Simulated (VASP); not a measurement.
Input of a VASP 6.6.1 run:

INCAR

```
SYSTEM = AgCl
PREC = Accurate
ENCUT = 520
EDIFF = 1E-6
ISMEAR = 0
SIGMA = 0.01
LREAL = .False.
LASPH = .True.
NELM = 100
ALGO = Normal
ISIF = 2
LWAVE = .False.
LCHARG = .False.
GGA = PE
NBANDS = 16
```

KPOINTS

```
regular mesh
0
Gamma
  10 10 10
  0 0 0
```

The input POSCAR:

```
AgCl
1.0
    3.3955880419      0.0000000000      0.0000000000
    0.0000000000      3.3955880419      0.0000000000
    0.0000000000      0.0000000000      3.3955880419
Ag Cl
1 1
Direct
    0.0000000000      0.0000000000      0.0000000000
    0.5000000000      0.5000000000      0.5000000000
```

Potentials or basis: VASP PAW PBE potentials, release 64 (Ag, Cl).

The run is started by

```sh
$ cat potpaw_PBE.64/Ag/POTCAR potpaw_PBE.64/Cl/POTCAR > POTCAR
$ mpirun -np 1 vasp_std > vasp.out
```

What does it give for the pressure?

1.5 GPa.

What does it give for the band gap on the k mesh?

0.58 eV, indirect (least direct gap 2.20 eV).

A k mesh can miss the band edges. PBE gaps usually lie below the measured ones, often by a third to a half.
